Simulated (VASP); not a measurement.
Set up this calculation in VASP 6.6.1, as the native input.

```
Task                   : single point
Functional             : PBE
Potentials or basis    : VASP PAW PBE potentials, release 64 (Ba_sv)
Cutoff                 : 520 eV
k mesh                 : 9 × 9 × 12
Occupations            : gaussian, width 0.1 eV
Spin                   : no spin polarisation
Dipole correction      : no
Further INCAR settings : ALGO = Fast; EDIFF = 1e-07; NBANDS = 22
```

The structure of Ba lies in POSCAR:

```
Ba
1.0
    7.3410886990      0.0000000000      0.0000000000
   -3.6705443495      6.3575693047      0.0000000000
    0.0000000000      0.0000000000      3.8437007506
Ba
3
Direct
    0.0000000000      0.7011642243      0.0000000000
    0.2988357757      0.2988357757      0.0000000000
    0.7011642243      0.0000000000      0.0000000000
```

This cell differs from its parent crystal: Sr replaced by Ba, lengths x 1.062, strained.

One way to write it, as run:

INCAR

```
SYSTEM = Ba
  PREC = Accurate
  ENCUT = 520
  EDIFF = 1E-7
  ISMEAR = 0
  SIGMA = 0.1
  LREAL = .False.
  LASPH = .True.
  NELM = 80
  ALGO = Fast
  ISIF = 2
  LWAVE = .False.
  LCHARG = .True.
  GGA = PE
  LELF = .True.
  LVHAR = .True.
  NBANDS = 22
```

KPOINTS

```
regular mesh
0
Gamma
  9 9 12
  0 0 0
```

Potentials or basis: VASP PAW PBE potentials, release 64 (Ba_sv).

The run is started by

```bash
$ cat potpaw_PBE.64/Ba_sv/POTCAR > POTCAR
$ mpirun -np 1 vasp_std > vasp.out
```

Results of the run:

* Pressure: 0.6 GPa
* Largest force: 0.675 eV/Å
* Band gap on the k mesh: zero (bands 15 and 16 overlap by 0.64 eV)

Caveat: the cell differs from its parent crystal (Sr replaced by Ba, lengths x 1.062, strained); spin-orbit coupling is left out, which moves the levels of the heavy elements.

It took 14 min on 1 thread of Oxide Virtual Turin-like Processor, with other jobs on the host, peak memory 0.43 GiB.
